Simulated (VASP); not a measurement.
# Cd (Fm-3m) in VASP: a series of runs

The runs below take Cd through single point, relaxation of cell and atoms, with r2SCAN.

All numbers are computed with VASP 6.6.1; they aren't measurements. Logs are shortened: lines on timing, memory, paths and dates and some standing lists are left out, and cuts for length are marked.

## Step 1: The cell of the first run

The structure is cubic, space group Fm-3m (No. 225). The conventional cell has a = 4.429 Å, b = 4.429 Å, c = 4.429 Å, α = 90.00°, β = 90.00°, γ = 90.00°. Within 4.1 Å of Cd (site symmetry m-3m) lie 12 Cd at 3.13 Å.

## Step 2: Single point, r2SCAN

POSCAR

```
Cd
1.0
    4.4287256384      0.0000000000      0.0000000000
    0.0000000000      4.4287256384      0.0000000000
    0.0000000000      0.0000000000      4.4287256384
Cd
4
Direct
    0.0000000000      0.0000000000      0.0000000000
    0.0000000000      0.5000000000      0.5000000000
    0.5000000000      0.0000000000      0.5000000000
    0.5000000000      0.5000000000      0.0000000000
```

INCAR.step1

```
  ALGO = Normal
  EDIFF = 1E-4
  ENCUT = 520
  GGA = PE
  ISMEAR = 1
  LASPH = T
  LCHARG = F
  LREAL = F
  LWAVE = T
  NBANDS = 32
  NELM = 80
  PREC = Accurate
  SIGMA = 0.1
```

INCAR.step2

```
  ALGO = Normal
  EDIFF = 1E-6
  ENCUT = 520
  ISIF = 2
  ISMEAR = 1
  ISTART = 1
  LASPH = T
  LCHARG = F
  LMIXTAU = T
  LREAL = F
  LWAVE = F
  METAGGA = R2SCAN
  NBANDS = 32
  NELM = 80
  PREC = Accurate
  SIGMA = 0.1
```

KPOINTS

```
k-points
0
Gamma
  5 5 5
```

Potentials or basis: VASP PAW PBE potentials, release 64 (Cd).

On the command line:

```sh
> cat potpaw_PBE.64/Cd/POTCAR > POTCAR
> cp INCAR.step1 INCAR
> mpirun -np 1 vasp_std > vasp.out
> cp INCAR.step2 INCAR
> mpirun -np 1 vasp_std > vasp.out
```

OUTCAR:

```text
EDIFF = 1E-6
   ENCUT = 520
   ISIF = 2
   ISMEAR = 1
   ISTART = 1
   LASPH = T
   LREAL = F
   METAGGA = R2SCAN
   NELM = 80
   PREC = Accurate

 ion  position               nearest neighbor table
   1  0.000  0.000  0.000-   2 3.13   3 3.13   4 3.13   2 3.13   3 3.13   2 3.13   4 3.13   2 3.13
                             3 3.13   4 3.13   3 3.13   4 3.13
   2  0.000  0.500  0.500-   1 3.13   3 3.13   4 3.13   1 3.13   4 3.13   1 3.13   3 3.13   1 3.13
                             3 3.13   4 3.13   4 3.13   3 3.13
   3  0.500  0.000  0.500-   1 3.13   2 3.13   4 3.13   1 3.13   4 3.13   2 3.13   4 3.13   4 3.13
                             1 3.13   2 3.13   1 3.13   2 3.13
   4  0.500  0.500  0.000-   1 3.13   2 3.13   3 3.13   2 3.13   3 3.13   1 3.13   3 3.13   3 3.13
                             1 3.13   2 3.13   2 3.13   1 3.13

  LATTYP: Found a simple cubic cell.
 ALAT       =     4.4287256384

  Lattice vectors:

 A1 = (   4.4287256384,   0.0000000000,   0.0000000000)
 A2 = (   0.0000000000,   4.4287256384,   0.0000000000)
 A3 = (   0.0000000000,   0.0000000000,   4.4287256384)

Analysis of symmetry for initial positions (statically):
=====================================================================
 Subroutine PRICEL returns following result:

  LATTYP: Found a face centered cubic cell.
 ALAT       =     4.4287256384

  Lattice vectors:

 A1 = (   2.2143628192,  -2.2143628192,   0.0000000000)
 A2 = (   2.2143628192,   0.0000000000,   2.2143628192)
 A3 = (   0.0000000000,  -2.2143628192,   2.2143628192)

   4 primitive cells build up your supercell.

 Routine SETGRP: Setting up the symmetry group for a
 simple cubic supercell.

 Subroutine GETGRP returns: Found 48 space group operations
 (whereof 48 operations were pure point group operations)
 out of a pool of 48 trial point group operations.

The static configuration has the point symmetry O_h .

Analysis of symmetry for dynamics (positions and initial velocities):
=====================================================================
 Subroutine PRICEL returns following result:

  LATTYP: Found a face centered cubic cell.
 ALAT       =     4.4287256384

  Lattice vectors:

 A1 = (   2.2143628192,  -2.2143628192,   0.0000000000)
 A2 = (   2.2143628192,   0.0000000000,   2.2143628192)
 A3 = (   0.0000000000,  -2.2143628192,   2.2143628192)

   4 primitive cells build up your supercell.

 Routine SETGRP: Setting up the symmetry group for a
 simple cubic supercell.

 Subroutine GETGRP returns: Found 48 space group operations
 (whereof 48 operations were pure point group operations)
 out of a pool of 48 trial point group operations.

The dynamic configuration has the point symmetry O_h .

 Subroutine INISYM returns: Found 48 space group operations
 (whereof 48 operations are pure point group operations),
 and found     4 'primitive' translations

----------------------------------------------------------------------------------------

                                     Primitive cell

  volume of cell :      21.7158

  direct lattice vectors                    reciprocal lattice vectors
     2.214362819 -2.214362819  0.000000000     0.225798589 -0.225798589 -0.225798589
     2.214362819  0.000000000  2.214362819     0.225798589  0.225798589  0.225798589
     0.000000000 -2.214362819  2.214362819    -0.225798589 -0.225798589  0.225798589

  length of vectors
     3.131581931  3.131581931  3.131581931     0.391094628  0.391094628  0.391094628

  position of ions in fractional coordinates (direct lattice)
     0.000000000  0.000000000  0.000000000

  ion indices of the primitive-cell ions
   primitive index   ion index
                 1           1

----------------------------------------------------------------------------------------

 KPOINTS: k-points

Automatic generation of k-mesh.
 Grid dimensions read from file:
 generate k-points for:    5    5    5

 Generating k-lattice:

  Cartesian coordinates                     Fractional coordinates (reciprocal lattice)
     0.045159718  0.000000000  0.000000000     0.200000000  0.000000000  0.000000000
     0.000000000  0.045159718  0.000000000     0.000000000  0.200000000  0.000000000
     0.000000000  0.000000000  0.045159718     0.000000000  0.000000000  0.200000000

  Length of vectors
     0.045159718  0.045159718  0.045159718

  Shift w.r.t. Gamma in fractional coordinates (k-lattice)
     0.000000000  0.000000000  0.000000000

 Subroutine IBZKPT returns following result:
 ===========================================

 Found     10 irreducible k-points:

 Following reciprocal coordinates:
            Coordinates               Weight
  0.000000  0.000000  0.000000      1.000000
  0.200000  0.000000  0.000000      6.000000
  0.400000  0.000000  0.000000      6.000000
  0.200000  0.200000  0.000000     12.000000
  0.400000  0.200000  0.000000     24.000000
  0.400000  0.400000  0.000000     12.000000
  0.200000  0.200000  0.200000      8.000000
  0.400000  0.200000  0.200000     24.000000
  0.400000  0.400000  0.200000     24.000000
  0.400000  0.400000  0.400000      8.000000
   k-points           NKPTS =     10   k-points in BZ     NKDIM =     10   number of bands    NBANDS=     32
   number of dos      NEDOS =    301   number of ions     NIONS =      4
   total plane-waves  NPLWV =  46656
   dimension x,y,z NGX =    36 NGY =   36 NGZ =   36
   dimension x,y,z NGXF=    72 NGYF=   72 NGZF=   72
   ions per type =               4
   NGX,Y,Z   is equivalent  to a cutoff of  13.51, 13.51, 13.51 a.u.
   NGXF,Y,Z  is equivalent  to a cutoff of  27.03, 27.03, 27.03 a.u.
 SYSTEM =  unknown system
   PREC   = accura    normal or accurate (medium, high low for compatibility)
   ISTART =      1    job   : 0-new  1-cont  2-samecut
   ICHARG =      0    charge: 1-file 2-atom 10-const
   ISPIN  =      1    spin polarized calculation?
   LNONCOLLINEAR =      F non collinear calculations
   LSORBIT =      F    spin-orbit coupling
   LASPH  =      T    aspherical Exc in radial PAW
   ENCUT  =  520.0 eV  38.22 Ry    6.18 a.u.   8.23  8.23  8.23*2*pi/ulx,y,z
   NELM   =     80;   NELMIN=  2; NELMDL=  0     # of ELM steps
   EDIFF  = 0.1E-05   stopping-criterion for ELM
   LREAL  =      F    real-space projection
   EDIFFG = 0.1E-04   stopping-criterion for IOM
   NSW    =      0    number of steps for IOM
   IBRION =     -1    ionic relax: 0-MD 1-quasi-New 2-CG
   NFREE  =      0    steps in history (QN), initial steepest desc. (CG)
   ISIF   =      2    stress and relaxation
   ISYM   =      2    0-nonsym 1-usesym 2-fastsym
   POTIM  = 0.5000    time-step for ionic-motion
   TEBEG  =    0.0;   TEEND  =   0.0 temperature during run
   PSTRESS=    0.0 pullay stress
   NELECT =      48.0000    total number of electrons
   NUPDOWN=      -1.0000    fix difference up-down
   EMIN   =  10.00;   EMAX   =-10.00  energy-range for DOS
   EFERMI =   0.00;   METHOD = LEGACY
   ISMEAR =     1;   SIGMA  =   0.10  broadening in eV -4-tet -1-fermi 0-gaus
   EFERMI_NEDOS =   21; number of points for ismear=-14 and -15
   IALGO  =     38    algorithm
   IMIX   =      4    mixing-type and parameters
     AMIX     =   0.40;   BMIX     =  1.00
     AMIX_MAG =   1.60;   BMIX_MAG =  1.00
  volume/ion in A,a.u.               =      21.72       146.55
  Fermi-wavevector in a.u.,A,eV,Ry     =   1.343414  2.538684 24.555259  1.804761
  Thomas-Fermi vector in A             =   2.471490
   LORBIT       =      0    0 simple, 1 ext, 2 COOP (PROOUT), +10 PAW based schemes
   METAGGA = R2SCAN    functional components
   LHFCALC =     F    Hartree Fock is set to
   AEXX    =    0.0000 exact exchange contribution
   IVDW    =     0    specifies the selected vdW correction
   LEPSILON=     F    determine dielectric tensor
   LRPA    =     F    only Hartree local field effects (RPA)
 non-spin polarized calculation
 Methfessel and Paxton  Order N= 1 SIGMA  =   0.10
  energy-cutoff  :      520.00
  volume of cell :       86.86
 maximum number of plane-waves:      2356
 NGX is ok and might be reduce to    36
   NGX = 17   NGY = 17   NGZ = 17

 number of electron      48.0000015 magnetization

 Free energy of the ion-electron system (eV)
  ---------------------------------------------------
  ext. energy  EPLUGINS =         0.00000000
  ---------------------------------------------------
  free energy    TOTEN  =       -80.30409806 eV

  energy without entropy =      -80.30341093  energy(sigma->0) =      -80.30386902

 E-fermi :   2.9786     XC(G=0): -11.8009

 val. band max:        2.9158292722   @ k =   0.4000   0.4000   0.2000
 cond. band min:       3.0208386215   @ k =   0.2000   0.2000   0.0000
 fundamental gap:      0.1050093493
 Fermi energy:         2.9786482597

 k-point     1 :       0.0000    0.0000    0.0000
  band No.  band energies     occupation
      1      -7.4388      2.00000
      2      -7.4388      2.00000
      3      -7.4388      2.00000
      4      -7.3477      2.00000
      5      -7.3477      2.00000
      6      -7.3477      2.00000
[... 24 lines left out ...]
     31      10.0213      0.00000
     32      10.0213      0.00000

 k-point     2 :       0.2000    0.0000    0.0000
  band No.  band energies     occupation
      1      -7.3763      2.00000
      2      -7.3241      2.00000
      3      -7.3241      2.00000
      4      -7.2476      2.00000
      5      -7.2476      2.00000
      6      -7.2463      2.00000
[... 24 lines left out ...]
     31       8.7080      0.00000
     32      10.5240      0.00000

 k-point     3 :       0.4000    0.0000    0.0000
  band No.  band energies     occupation
      1      -7.2103      2.00000
      2      -7.0439      2.00000
      3      -7.0439      2.00000
      4      -7.0004      2.00000
      5      -6.9949      2.00000
      6      -6.9949      2.00000
[... 24 lines left out ...]
     31      11.7265      0.00000
     32      11.9525      0.00000

 k-point     4 :       0.2000    0.2000    0.0000
  band No.  band energies     occupation
      1      -7.2906      2.00000
      2      -7.2697      2.00000
      3      -7.2697      2.00000
      4      -7.1489      2.00000
      5      -7.1489      2.00000
      6      -7.0890      2.00000
[... 24 lines left out ...]
     31       9.2202      0.00000
     32       9.2202      0.00000

 k-point     5 :       0.4000    0.2000    0.0000
  band No.  band energies     occupation
      1      -7.1263      2.00000
      2      -7.0946      2.00000
      3      -6.9662      2.00000
      4      -6.9646      2.00000
      5      -6.9491      2.00000
      6      -6.8928      2.00000
[... 24 lines left out ...]
     31      10.1187      0.00000
     32      10.1894      0.00000

 k-point     6 :       0.4000    0.4000    0.0000
  band No.  band energies     occupation
      1      -7.0229      2.00000
      2      -6.9011      2.00000
      3      -6.9011      2.00000
      4      -6.8736      2.00000
      5      -6.8313      2.00000
      6      -6.8313      2.00000
[... 24 lines left out ...]
     31       9.6151      0.00000
     32       9.6397      0.00000

 k-point     7 :       0.2000    0.2000    0.2000
  band No.  band energies     occupation
      1      -7.2398      2.00000
      2      -7.2398      2.00000
      3      -7.2398      2.00000
      4      -7.0086      2.00000
      5      -7.0086      2.00000
      6      -7.0086      2.00000
[... 24 lines left out ...]
     31      11.3650      0.00000
     32      11.4440      0.00000

 k-point     8 :       0.4000    0.2000    0.2000
  band No.  band energies     occupation
      1      -7.1268      2.00000
      2      -7.0617      2.00000
      3      -7.0617      2.00000
      4      -7.0194      2.00000
      5      -6.8464      2.00000
      6      -6.8464      2.00000
[... 24 lines left out ...]
     31      10.5869      0.00000
     32      10.5869      0.00000

 k-point     9 :       0.4000    0.4000    0.2000
  band No.  band energies     occupation
      1      -7.0784      2.00000
      2      -7.0671      2.00000
      3      -7.0632      2.00000
      4      -7.0632      2.00000
      5      -6.8124      2.00000
      6      -6.8124      2.00000
[... 24 lines left out ...]
     31      11.4725      0.00000
     32      13.1732      0.00000

 k-point    10 :       0.4000    0.4000    0.4000
  band No.  band energies     occupation
      1      -7.2352      2.00000
      2      -7.2082      2.00000
      3      -7.2082      2.00000
      4      -7.2082      2.00000
      5      -6.7875      2.00000
      6      -6.7875      2.00000
[... 24 lines left out ...]
     31      14.0241      0.00000
     32      14.8997      0.00000

------------------------ aborting loop because EDIFF is reached ----------------------------------------

  FORCE on cell =-STRESS in cart. coord.  units (eV):
  Direction    XX          YY          ZZ          XY          YZ          ZX
  --------------------------------------------------------------------------------------
  -------------------------------------------------------------------------------------
  Total        0.1872413      0.1872413      0.1872413     -0.0000000      0.0000000     -0.0000000
  in kB        3.4536316      3.4536316      3.4536316     -0.0000000      0.0000000     -0.0000000
  external PRESSURE =       3.4536316 kB  Pullay stress =       0.0000000 kB

 VOLUME and BASIS-vectors are now :
 -----------------------------------------------------------------------------
  energy-cutoff  :      520.00
  volume of cell :       86.86
      direct lattice vectors                 reciprocal lattice vectors
     4.428725638  0.000000000  0.000000000     0.225798589  0.000000000  0.000000000
     0.000000000  4.428725638  0.000000000     0.000000000  0.225798589  0.000000000
     0.000000000  0.000000000  4.428725638     0.000000000  0.000000000  0.225798589

 POSITION                                       TOTAL-FORCE (eV/Angst)
 -----------------------------------------------------------------------------------
      0.00000      0.00000      0.00000         0.000000     -0.000000      0.000000
      0.00000      2.21436      2.21436        -0.000000      0.000000     -0.000000
      2.21436      0.00000      2.21436        -0.000000      0.000000     -0.000000
      2.21436      2.21436      0.00000        -0.000000     -0.000000     -0.000000
 -----------------------------------------------------------------------------------
    total drift:                                0.000000      0.000000      0.000000

  FREE ENERGIE OF THE ION-ELECTRON SYSTEM (eV)
  ---------------------------------------------------
  free  energy   TOTEN  =       -80.3040980615 eV

  energy  without entropy=      -80.3034109256  energy(sigma->0) =      -80.30386902
```

Wall time 62 s (1 thread of Intel Xeon Platinum 8559C (Emerald Rapids), shared host); peak memory 0.21 GiB.

Results:

| Quantity | Value |
| --- | --- |
| Free energy | -80.3041 eV |
| Pressure | 0.3 GPa |
| Band gap on the k mesh | zero (band 24 reaches 3.97 eV, above the bottom of band 25 at 2.27 eV) |

Caveat: the PAW data sets were made with another functional, which shifts forces and pressure a little.

## Step 3: Relaxation of cell and atoms, r2SCAN

This run uses another cell than the first one, of 21.59 Å³/atom, 0.994 times its volume.

POSCAR

```
Cd
1.0
    4.4200000000      0.0000000000      0.0000000000
    0.0000000000      4.4200000000      0.0000000000
    0.0000000000      0.0000000000      4.4200000000
Cd
4
Direct
    0.0000000000      0.0000000000      0.0000000000
    0.0000000000      0.5000000000      0.5000000000
    0.5000000000      0.0000000000      0.5000000000
    0.5000000000      0.5000000000      0.0000000000
```

INCAR.step1

```
SYSTEM = Cd
  PREC = Accurate
  ENCUT = 600
  ISMEAR = 1
  SIGMA = 0.1
  LREAL = .FALSE.
  LASPH = .TRUE.
  NELM = 60
  GGA = PE
  ALGO = Normal
  EDIFF = 1E-4
  LWAVE = .TRUE.
  LCHARG = .FALSE.
```

INCAR.step2

```
SYSTEM = Cd
  PREC = Accurate
  ENCUT = 600
  EDIFF = 1E-6
  ISMEAR = 1
  SIGMA = 0.1
  LREAL = .FALSE.
  LASPH = .TRUE.
  NELM = 60
  ALGO = Normal
  ISIF = 3
  LWAVE = .FALSE.
  LCHARG = .FALSE.
  METAGGA = R2SCAN
  LMIXTAU = .TRUE.
  IBRION = 2
  NSW = 60
  EDIFFG = -0.01
  ISTART = 1
```

KPOINTS

```
regular mesh
0
G
  5 5 5
  0 0 0
```

Potentials or basis: VASP PAW PBE potentials, release 64 (Cd).

On the command line:

```sh
> cat potpaw_PBE.64/Cd/POTCAR > POTCAR
> cp INCAR.step1 INCAR
> mpirun -np 1 vasp_std > vasp.out
> cp INCAR.step2 INCAR
> mpirun -np 1 vasp_std > vasp.out
```

It took 1.7 min on 1 thread of Intel Xeon Platinum 8559C (Emerald Rapids), shared host; peak memory 0.22 GiB.

Results (log left out):

- Free energy: -80.3040 eV
- Relaxed volume: 21.82 Å³/atom
- Relaxed cell: a = 4.436 Å, b = 4.436 Å, c = 4.436 Å, α = 90.00°, β = 90.00°, γ = 90.00°
- Space group after relaxing (to 0.05 Å): Fm-3m (No. 225)
- Energy gained by relaxing: 0.4 meV/atom
- Ionic steps: 2
- Pressure after relaxing: 0.0 GPa
- Band gap on the k mesh: zero (band 24 reaches 3.94 eV, above the bottom of band 25 at 2.23 eV)

The path:
```csv
step,energy change (eV),largest force (eV/Å),pressure (GPa),volume (Å³)
1,0.0000,0.0000,0.56,86.35
2,-0.0015,0.0000,-0.04,87.30
```

Final structure:
```yaml
crystal:
  lattice:
    - [4.43608, 0.00000, 0.00000]
    - [0.00000, 4.43608, 0.00000]
    - [0.00000, 0.00000, 4.43608]
  atoms:
    - { symbol: Cd, position: [0.00000, 0.00000, 0.00000] }
    - { symbol: Cd, position: [0.00000, 0.50000, 0.50000] }
    - { symbol: Cd, position: [0.50000, 0.00000, 0.50000] }
    - { symbol: Cd, position: [0.50000, 0.50000, 0.00000] }
```

Levels at points of the mesh, in eV from the Fermi level:
```csv
k point,band 20,band 21,band 22,band 23,band 24,band 25,band 26,band 27,band 28
"(0.00, 0.00, 0.00)",-8.78,-8.78,-1.03,-1.03,-1.03,1.42,1.42,1.42,7.02
```

Caveat: the PAW data sets were made with another functional, which shifts forces and pressure a little.
